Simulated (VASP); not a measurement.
A run of VASP 6.6.1:

The input INCAR:

```
SYSTEM = ErSc2Sb3
  ALGO = Normal
  EDIFF = 1E-6
  ENCUT = 500
  GGA = PE
  GGA_COMPAT = .False.
  ISIF = 2
  ISMEAR = 0
  LASPH = .True.
  LCHARG = .False.
  LMAXMIX = 6
  LREAL = .False.
  LWAVE = .False.
  NBANDS = 32
  NELM = 200
  PREC = Accurate
  SIGMA = 0.2
```

The input KPOINTS:

```
k-points
0
Gamma
  3 3 4
  0 0 0
```

File POSCAR:

```
ErSc2Sb3
1.0
    6.6361764601      0.0000000030      0.0000000000
   -3.3180882327      5.7470973970      0.0000000000
    0.0000000000      0.0000000000      4.3131824684
Er Sc Sb
1 2 3
Direct
    0.0000000000      0.0000000000      0.0000000000
    0.3333333333      0.6666666667      0.0000000000
    0.6666666667      0.3333333333      0.0000000000
    0.5000000000      0.0000000000      0.5000000000
    0.5000000000      0.5000000000      0.5000000000
    0.0000000000      0.5000000000      0.5000000000
```

Potentials or basis: VASP PAW PBE potentials, release 64 (Er_3, Sc_sv, Sb), 4f in core.

Launch:

```sh
$ cat potpaw_PBE.64/Er_3/POTCAR potpaw_PBE.64/Sc_sv/POTCAR potpaw_PBE.64/Sb/POTCAR > POTCAR
$ mpirun -np 1 vasp_std > vasp.out
```

Hardware: 1 thread of AMD EPYC 7R13 Processor (Zen 3) (shared host).

Problem. How long does it take, and how much memory?

Solution. Wall time 41 s on 1 thread of AMD EPYC 7R13 Processor (Zen 3) (shared host), peak memory 0.24 GiB. Counts: scf iterations 14, k points 9.
